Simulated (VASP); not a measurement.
# Ni (P6/mmm) in VASP: further runs

Runs on Ni. Level: PBE. Tasks: relaxation of shape and atoms at fixed volume, relaxation of cell and atoms.

Program: VASP 6.6.1. These are calculated values, not measurements. Logs are shortened: lines on timing, memory, paths and dates and some standing lists are left out, and cuts for length are marked.

**1. The cell of the first run**

It takes space group P6/mmm (No. 191, hexagonal). Conventional cell: a = 2.330 Å, b = 2.330 Å, c = 2.270 Å, α = 90.00°, β = 90.00°, γ = 120.00°. Within 3.0 Å of Ni (site symmetry 6/mmm) lie 8 Ni at 2.27 to 2.33 Å.

**2. Relaxation of shape and atoms at fixed volume, PBE, collinear spin, ferromagnetic start**

File INCAR:

```
SYSTEM = Ni
  PREC = Accurate
  ENCUT = 600
  EDIFF = 1E-7
  ISMEAR = -1
  SIGMA = 0.1
  LREAL = .FALSE.
  LASPH = .TRUE.
  NELM = 150
  ALGO = Normal
  ISIF = 4
  LWAVE = .FALSE.
  LCHARG = .FALSE.
  ISPIN = 2
  MAGMOM = 1
  LORBIT = 11
  LMAXMIX = 4
  GGA = PE
  IBRION = 2
  NSW = 50
  EDIFFG = -0.005
```

File KPOINTS:

```
regular mesh
0
G
  18 18 17
  0 0 0
```

File POSCAR:

```
Ni
1.0
    2.3296391885      0.0000000000      0.0000000000
   -1.1648195943      2.0175267189      0.0000000000
    0.0000000000      0.0000000000      2.2703730308
Ni
1
Direct
    0.0000000000      0.0000000000      0.0000000000
```

Potentials or basis: VASP PAW PBE potentials, release 64 (Ni).

Command:

```console
$ cat potpaw_PBE.64/Ni/POTCAR > POTCAR
$ mpirun -np 1 vasp_std > vasp.out
```

OUTCAR:

```text
SYSTEM = Ni
   PREC = Accurate
   ENCUT = 600
   EDIFF = 1E-7
   ISMEAR = -1
   LREAL = .FALSE.
   LASPH = .TRUE.
   NELM = 150
   ISIF = 4
   ISPIN = 2
   LORBIT = 11
   GGA = PE
   IBRION = 2
   NSW = 50
   EDIFFG = -0.005

 ion  position               nearest neighbor table
   1  0.000  0.000  0.000-

  LATTYP: Found a hexagonal cell.
 ALAT       =     2.3296391885
 C/A-ratio  =     0.9745599413

  Lattice vectors:

 A1 = (   2.3296391885,   0.0000000000,   0.0000000000)
 A2 = (  -1.1648195943,   2.0175267189,   0.0000000000)
 A3 = (   0.0000000000,   0.0000000000,   2.2703730308)

Analysis of symmetry for initial positions (statically):
=====================================================================
 Subroutine PRICEL returns:
 Original cell was already a primitive cell.

 Routine SETGRP: Setting up the symmetry group for a
 hexagonal supercell.

 Subroutine GETGRP returns: Found 24 space group operations
 (whereof 24 operations were pure point group operations)
 out of a pool of 24 trial point group operations.

The static configuration has the point symmetry D_6h.

Analysis of symmetry for dynamics (positions and initial velocities):
=====================================================================
 Subroutine PRICEL returns:
 Original cell was already a primitive cell.

 Routine SETGRP: Setting up the symmetry group for a
 hexagonal supercell.

 Subroutine GETGRP returns: Found 24 space group operations
 (whereof 24 operations were pure point group operations)
 out of a pool of 24 trial point group operations.

The dynamic configuration has the point symmetry D_6h.

Analysis of structural, dynamic, and magnetic symmetry:
=====================================================================
 Subroutine PRICEL returns:
 Original cell was already a primitive cell.

 Routine SETGRP: Setting up the symmetry group for a
 hexagonal supercell.

 Subroutine GETGRP returns: Found 24 space group operations
 (whereof 24 operations were pure point group operations)
 out of a pool of 24 trial point group operations.

The overall configuration has the point symmetry D_6h.

 Subroutine INISYM returns: Found 24 space group operations
 (whereof 24 operations are pure point group operations),
 and found     1 'primitive' translations

----------------------------------------------------------------------------------------

                                     Primitive cell

  volume of cell :      10.6710

  direct lattice vectors                    reciprocal lattice vectors
     2.329639188  0.000000000  0.000000000     0.429251021  0.247828192  0.000000000
    -1.164819594  2.017526719  0.000000000     0.000000000  0.495656385  0.000000000
     0.000000000  0.000000000  2.270373031     0.000000000  0.000000000  0.440456254

  length of vectors
     2.329639188  2.329639189  2.270373031     0.495656385  0.495656385  0.440456254

  position of ions in fractional coordinates (direct lattice)
     0.000000000  0.000000000  0.000000000

  ion indices of the primitive-cell ions
   primitive index   ion index
                 1           1

----------------------------------------------------------------------------------------

 KPOINTS: regular mesh

Automatic generation of k-mesh.
 Grid dimensions read from file:
 generate k-points for:   18   18   17

 Generating k-lattice:

  Cartesian coordinates                     Fractional coordinates (reciprocal lattice)
     0.023847279  0.013768233  0.000000000     0.055555556 -0.000000000  0.000000000
     0.000000000  0.027536466  0.000000000     0.000000000  0.055555556  0.000000000
     0.000000000  0.000000000  0.025909191     0.000000000  0.000000000  0.058823529

  Length of vectors
     0.027536466  0.027536466  0.025909191

  Shift w.r.t. Gamma in fractional coordinates (k-lattice)
     0.000000000  0.000000000  0.000000000

 Subroutine IBZKPT returns following result:
 ===========================================

 Found    333 irreducible k-points:

 Following reciprocal coordinates:
            Coordinates               Weight
  0.000000  0.000000  0.000000      1.000000
  0.055556 -0.000000  0.000000      6.000000
  0.111111 -0.000000  0.000000      6.000000
  0.166667  0.000000  0.000000      6.000000
  0.222222 -0.000000  0.000000      6.000000
  0.277778  0.000000  0.000000      6.000000
[... 16 lines left out ...]
  0.333333  0.111111  0.000000     12.000000
  0.388889  0.111111  0.000000     12.000000
 [... further k-points ...]
   k-points           NKPTS =    333   k-points in BZ     NKDIM =    333   number of bands    NBANDS=     10
   number of dos      NEDOS =    301   number of ions     NIONS =      1
   total plane-waves  NPLWV =   7200
   dimension x,y,z NGX =    20 NGY =   20 NGZ =   18
   dimension x,y,z NGXF=    40 NGYF=   40 NGZF=   36
   ions per type =               1
   NGX,Y,Z   is equivalent  to a cutoff of  14.27, 14.27, 13.18 a.u.
   NGXF,Y,Z  is equivalent  to a cutoff of  28.54, 28.54, 26.36 a.u.
 SYSTEM =  Ni
   PREC   = accura    normal or accurate (medium, high low for compatibility)
   ISTART =      0    job   : 0-new  1-cont  2-samecut
   ICHARG =      2    charge: 1-file 2-atom 10-const
   ISPIN  =      2    spin polarized calculation?
   LNONCOLLINEAR =      F non collinear calculations
   LSORBIT =      F    spin-orbit coupling
   LASPH  =      T    aspherical Exc in radial PAW
   ENCUT  =  600.0 eV  44.10 Ry    6.64 a.u.   4.65  4.65  4.53*2*pi/ulx,y,z
   NELM   =    150;   NELMIN=  2; NELMDL= -5     # of ELM steps
   EDIFF  = 0.1E-06   stopping-criterion for ELM
   LREAL  =      F    real-space projection
   EDIFFG = -.5E-02   stopping-criterion for IOM
   NSW    =     50    number of steps for IOM
   IBRION =      2    ionic relax: 0-MD 1-quasi-New 2-CG
   NFREE  =      1    steps in history (QN), initial steepest desc. (CG)
   ISIF   =      4    stress and relaxation
   ISYM   =      2    0-nonsym 1-usesym 2-fastsym
   POTIM  = 0.5000    time-step for ionic-motion
   TEBEG  =    0.0;   TEEND  =   0.0 temperature during run
   PSTRESS=    0.0 pullay stress
   NELECT =      10.0000    total number of electrons
   NUPDOWN=      -1.0000    fix difference up-down
   EMIN   =  10.00;   EMAX   =-10.00  energy-range for DOS
   EFERMI =   0.00;   METHOD = LEGACY
   ISMEAR =    -1;   SIGMA  =   0.10  broadening in eV -4-tet -1-fermi 0-gaus
   EFERMI_NEDOS =   21; number of points for ismear=-14 and -15
   IALGO  =     38    algorithm
   IMIX   =      4    mixing-type and parameters
     AMIX     =   0.40;   BMIX     =  1.00
     AMIX_MAG =   1.60;   BMIX_MAG =  1.00
  volume/ion in A,a.u.               =      10.67        72.01
  Fermi-wavevector in a.u.,A,eV,Ry     =   1.602039  3.027415 34.919750  2.566529
  Thomas-Fermi vector in A             =   2.698923
   LORBIT       =     11    0 simple, 1 ext, 2 COOP (PROOUT), +10 PAW based schemes
   GGA     = PE    functional components
   LHFCALC =     F    Hartree Fock is set to
   AEXX    =    0.0000 exact exchange contribution
   IVDW    =     0    specifies the selected vdW correction
   LEPSILON=     F    determine dielectric tensor
   LRPA    =     F    only Hartree local field effects (RPA)
 conjugate gradient relaxation of ions
 spin polarized calculation
  energy-cutoff  :      600.00
  volume of cell :       10.67
 maximum number of plane-waves:       381
 NGX is ok and might be reduce to    20
   NGX =  9   NGY =  9   NGZ =  9

--------------------------------------- Ionic step        1  -------------------------------------------

 number of electron      10.0000000 magnetization       1.0000000

 number of electron       9.9999999 magnetization       0.0866737

 Free energy of the ion-electron system (eV)
  ---------------------------------------------------
  ext. energy  EPLUGINS =         0.00000000
  ---------------------------------------------------
  free energy    TOTEN  =        -5.03024694 eV

  energy without entropy =       -4.97056453  energy(sigma->0) =       -5.00040573

------------------------ aborting loop because EDIFF is reached ----------------------------------------

  FORCE on cell =-STRESS in cart. coord.  units (eV):
  Direction    XX          YY          ZZ          XY          YZ          ZX
  --------------------------------------------------------------------------------------
  -------------------------------------------------------------------------------------
  Total        1.4380413      1.4380413      1.2424561     -0.0000000     -0.0000000     -0.0000000
  in kB      215.9119875    215.9119875    186.5462206     -0.0000000     -0.0000000     -0.0000000
  external PRESSURE =     206.1233986 kB  Pullay stress =       0.0000000 kB
[... 55 lines left out ...]
  energy  without entropy=       -4.9707681088  energy(sigma->0) =       -5.00059539

--------------------------------------- Ionic step        3  -------------------------------------------

 number of electron       9.9999998 magnetization       0.1279354

 Free energy of the ion-electron system (eV)
  ---------------------------------------------------
  ext. energy  EPLUGINS =         0.00000000
  ---------------------------------------------------
  free energy    TOTEN  =        -5.03060566 eV

  energy without entropy =       -4.97091256  energy(sigma->0) =       -5.00075911

 E-fermi :   9.5577     XC(G=0): -13.3080

 val. band max:        9.5569192468   @ k =   0.0556   0.0556   0.0000
 cond. band min:       9.5582282082   @ k =   0.1111  -0.0000   0.1176
 fundamental gap:      0.0013089614
 Fermi energy:         9.5576545117

 spin component 1

 k-point     1 :       0.0000    0.0000    0.0000
  band No.  band energies     occupation
      1       0.5661      1.00000
      2       5.6794      1.00000
      3       7.4506      1.00000
      4       7.4506      1.00000
      5       9.5816      0.44050
      6       9.5816      0.44050
      7      29.5378      0.00000
      8      34.1093      0.00000
      9      35.0319      0.00000
     10      38.0505      0.00000
[... 287 lines left out ...]
 k-point    24 :       0.3889    0.1111    0.0000
  band No.  band energies     occupation
      1       5.0446      1.00000
      2       6.3239      1.00000
      3       7.9404      1.00000
      4       8.3460      0.99999
      5       9.2252      0.96526
      6      10.8148      0.00000
      7      16.5796      0.00000
      8      24.7934      0.00000
      9      36.9356      0.00000
     10      37.4945      0.00000

 [... further k-points ...]

 spin component 2

 k-point     1 :       0.0000    0.0000    0.0000
  band No.  band energies     occupation
      1       0.5679      1.00000
      2       5.7786      1.00000
      3       7.5839      1.00000
      4       7.5839      1.00000
      5       9.7419      0.13675
      6       9.7419      0.13675
      7      29.5517      0.00000
      8      34.0853      0.00000
      9      35.0520      0.00000
     10      38.0828      0.00000
[... 327 lines left out ...]
  FREE ENERGIE OF THE ION-ELECTRON SYSTEM (eV)
  ---------------------------------------------------
  free  energy   TOTEN  =        -5.0306056622 eV

  energy  without entropy=       -4.9709125572  energy(sigma->0) =       -5.00075911

 reached required accuracy - stopping structural energy minimisation

 total charge

# of ion       s       p       d       tot
------------------------------------------
    1        0.548   0.515   8.395   9.458

 magnetization (x)

# of ion       s       p       d       tot
------------------------------------------
    1       -0.001  -0.002   0.132   0.128
```

Run time: 5 min. Hardware: 1 thread of Oxide Virtual Turin-like, shared host; peak memory 0.16 GiB.

Results:

* Free energy: -5.0306 eV
* Energy gained by relaxing: 0.4 meV/atom
* Ionic steps: 3
* Pressure after relaxing: 20.5 GPa
* Net moment: 0.13 μB per cell
* Site moments: Ni +0.13 μB
* Valence electrons inside the program's atomic spheres: Ni 9.46

The path:
| step | energy change (eV) | largest force (eV/Å) | pressure (GPa) | volume (Å³) |
| --- | --- | --- | --- | --- |
| 1 | 0.0000 | 0.0000 | 20.61 | 10.67 |
| 2 | -0.0002 | 0.0000 | 20.50 | 10.67 |
| 3 | -0.0004 | 0.0000 | 20.53 | 10.67 |

Final structure:
```yaml
crystal:
  lattice:
    - [2.33392, 0.00000, 0.00000]
    - [-1.16696, 2.02124, 0.00000]
    - [0.00000, 0.00000, 2.26204]
  atoms:
    - { symbol: Ni, position: [0.00000, 0.00000, 0.00000] }
```

Levels at points of the mesh, in eV from the Fermi level:
Spin up:
```tsv
k point	band 3	band 4	band 5	band 6	band 7	band 8
(0.00, 0.00, 0.00)	-2.11	-2.11	0.02	0.02	19.98	24.55
(0.50, 0.00, 0.00)	-1.30	-0.26	-0.24	0.17	6.18	18.21
```
Spin down:
```
           k point  band 3  band 4  band 5  band 6  band 7  band 8
(0.00, 0.00, 0.00)   -1.97   -1.97    0.18    0.18   19.99   24.53
(0.50, 0.00, 0.00)   -1.15   -0.26   -0.08    0.32    6.26   18.23
```

**3. Relaxation of cell and atoms, PBE, collinear spin, ferromagnetic start**

This run uses another cell than the first one, of 11.33 Å³/atom, 1.062 times its volume.

File INCAR:

```
SYSTEM = Ni
PREC     = Accurate       ! precision mode
ENCUT    = 600            ! plane-wave cutoff, eV
EDIFF    = 1E-6           ! SCF threshold, eV
ISMEAR   = -1             ! smearing method
SIGMA    = 0.1            ! smearing width, eV
LREAL    = .FALSE.        ! projectors in reciprocal space
LASPH    = .TRUE.         ! aspherical terms in the spheres
NELM     = 150            ! most SCF steps
ALGO     = Normal         ! electronic algorithm
ISIF     = 3              ! what is computed and relaxed
LWAVE    = .FALSE.        ! write WAVECAR
LCHARG   = .FALSE.        ! write CHGCAR
ISPIN    = 2              ! spin polarisation
MAGMOM   = 1              ! initial moments
LORBIT   = 11             ! projections on sites
LMAXMIX  = 4              ! l up to which the mixer works
GGA      = PE             ! functional
IBRION   = 2              ! ionic algorithm
NSW      = 60             ! ionic steps
EDIFFG   = -0.005         ! ionic threshold
```

File KPOINTS:

```
Automatic mesh
0
G
  18 18 17
  0 0 0
```

File POSCAR:

```
Ni
1.0
    2.4056949278      0.0000000000      0.0000000000
   -1.2028474639      2.0833929212      0.0000000000
    0.0000000000      0.0000000000      2.2613532321
Ni
1
Direct
    0.0000000000      0.0000000000      0.0000000000
```

Potentials or basis: VASP PAW PBE potentials, release 64 (Ni).

Command:

```console
$ cat potpaw_PBE.64/Ni/POTCAR > POTCAR
$ mpirun -np 1 vasp_std > vasp.out
```

It took 9.2 min on 1 thread of Oxide Virtual Turin-like, shared host; peak memory 0.17 GiB.

Results (log left out):

```
Free energy                                           : -5.0977 eV
Relaxed volume                                        : 11.84 Å³/atom
Relaxed cell                                          : a = 2.412 Å, b = 2.412 Å, c = 2.348 Å, α = 90.00°, β = 90.00°, γ = 120.00°
Space group after relaxing (to 0.05 Å)                : P6/mmm (No. 191)
Energy gained by relaxing                             : 21.8 meV/atom
Ionic steps                                           : 9
Pressure after relaxing                               : 0.0 GPa
Net moment                                            : 0.48 μB per cell
Site moments                                          : Ni +0.48 μB
Valence electrons inside the program's atomic spheres : Ni 9.28
```

Step by step:
| step | energy change (eV) | largest force (eV/Å) | pressure (GPa) | volume (Å³) |
| --- | --- | --- | --- | --- |
| 1 | 0.0000 | 0.0000 | 7.34 | 11.33 |
| 2 | -0.0161 | 0.0000 | -3.93 | 12.20 |
| 3 | -0.0215 | 0.0000 | -0.65 | 11.88 |
| 4 | -0.0215 | 0.0000 | -0.77 | 11.89 |
| 5 | -0.0217 | 0.0000 | 0.26 | 11.82 |
| 6 | -0.0218 | 0.0000 | -0.08 | 11.84 |
| 7 | -0.0218 | 0.0000 | -0.11 | 11.84 |
| 8 | -0.0218 | 0.0000 | -0.12 | 11.84 |
| 9 | -0.0218 | 0.0000 | 0.00 | 11.84 |

Final structure:
```cif
data_structure
_symmetry_space_group_name_H-M 'P 1'
_symmetry_Int_Tables_number 1
_cell_length_a 2.4124
_cell_length_b 2.4124
_cell_length_c 2.3483
_cell_angle_alpha 90.000
_cell_angle_beta 90.000
_cell_angle_gamma 120.000
_cell_volume 11.84
loop_
_atom_site_label
_atom_site_type_symbol
_atom_site_fract_x
_atom_site_fract_y
_atom_site_fract_z
_atom_site_occupancy
Ni1 Ni 0.00000 0.00000 0.00000 1
```

Levels at points of the mesh, in eV from the Fermi level:
Spin up:
```csv
k point,band 2,band 3,band 4,band 5,band 6,band 7,band 8,band 9
"(0.00, 0.00, 0.00)",-3.58,-2.07,-2.07,-0.27,-0.27,18.54,23.59,23.70
"(0.50, 0.00, 0.00)",-3.02,-1.39,-0.49,-0.13,-0.07,5.36,17.10,22.57
```
Spin down:
```
           k point  band 3  band 4  band 5  band 6  band 7  band 8
(0.00, 0.00, 0.00)   -1.56   -1.56    0.27    0.27   18.58   23.60
(0.50, 0.00, 0.00)   -0.89   -0.10    0.04    0.45    5.65   17.14
```

**4. Relaxation of cell and atoms, PBE, collinear spin, ferromagnetic start**

This run uses another cell than the first one, of 11.33 Å³/atom, 1.062 times its volume.

File INCAR:

```
ALGO = Normal
EDIFF = 1E-7
EDIFFG = -0.005
ENCUT = 600
GGA = PE
IBRION = 2
ISIF = 3
ISMEAR = -1
ISPIN = 2
LASPH = True
LCHARG = False
LMAXMIX = 4
LORBIT = 11
LREAL = False
LWAVE = False
MAGMOM = 1
NELM = 150
NSW = 60
PREC = Accurate
SIGMA = 0.1
```

File KPOINTS:

```
k-points
0
Gamma
  18 18 17
```

POSCAR is that of step 3.

Command:

```console
$ cat potpaw_PBE.64/Ni/POTCAR > POTCAR
$ mpirun -np 1 vasp_std > vasp.out
```

It took 6.2 min on 1 thread of Oxide Virtual Turin-like, shared host; peak memory 0.18 GiB.

The run converged. Its results:

| Quantity | Value |
| --- | --- |
| Free energy | -5.0977 eV |
| Relaxed volume | 11.83 Å³/atom |
| Relaxed cell | a = 2.412 Å, b = 2.412 Å, c = 2.348 Å, α = 90.00°, β = 90.00°, γ = 120.00° |
| Space group after relaxing (to 0.05 Å) | P6/mmm (No. 191) |
| Energy gained by relaxing | 21.8 meV/atom |
| Ionic steps | 8 |
| Pressure after relaxing | 0.0 GPa |
| Net moment | 0.47 μB per cell |
| Site moments | Ni +0.48 μB |
| Valence electrons inside the program's atomic spheres | Ni 9.28 |

Step by step:
```tsv
step	energy change (eV)	largest force (eV/Å)	pressure (GPa)	volume (Å³)
1	0.0000	0.0000	7.29	11.33
2	-0.0162	0.0000	-3.89	12.19
3	-0.0215	0.0000	-0.64	11.88
4	-0.0215	0.0000	-0.79	11.89
5	-0.0217	0.0000	0.26	11.82
6	-0.0218	0.0000	-0.08	11.84
7	-0.0218	0.0000	-0.09	11.84
8	-0.0218	0.0000	0.01	11.83
```

Final structure:
```
Ni
1.0
     2.41238    0.00000    0.00000
    -1.20619    2.08918    0.00000
     0.00000    0.00000    2.34827
Ni
1
Direct
  0.00000 0.00000 0.00000
```

Levels at points of the mesh, in eV from the Fermi level:
Spin up:
| k point | band 1 | band 2 | band 3 | band 4 | band 5 | band 6 | band 7 | band 8 | band 9 | band 10 |
| --- | --- | --- | --- | --- | --- | --- | --- | --- | --- | --- |
| (0.00, 0.00, 0.00) | -8.33 | -3.58 | -2.07 | -2.07 | -0.27 | -0.27 | 18.54 | 23.59 | 23.70 | 26.53 |
| (0.50, 0.00, 0.00) | -4.35 | -3.02 | -1.39 | -0.49 | -0.13 | -0.07 | 5.36 | 17.10 | 22.57 | 25.78 |
Spin down:
| k point | band 2 | band 3 | band 4 | band 5 | band 6 | band 7 | band 8 | band 9 |
| --- | --- | --- | --- | --- | --- | --- | --- | --- |
| (0.00, 0.00, 0.00) | -3.16 | -1.56 | -1.56 | 0.27 | 0.27 | 18.58 | 23.60 | 23.68 |
| (0.50, 0.00, 0.00) | -2.59 | -0.89 | -0.10 | 0.04 | 0.45 | 5.65 | 17.14 | 22.66 |
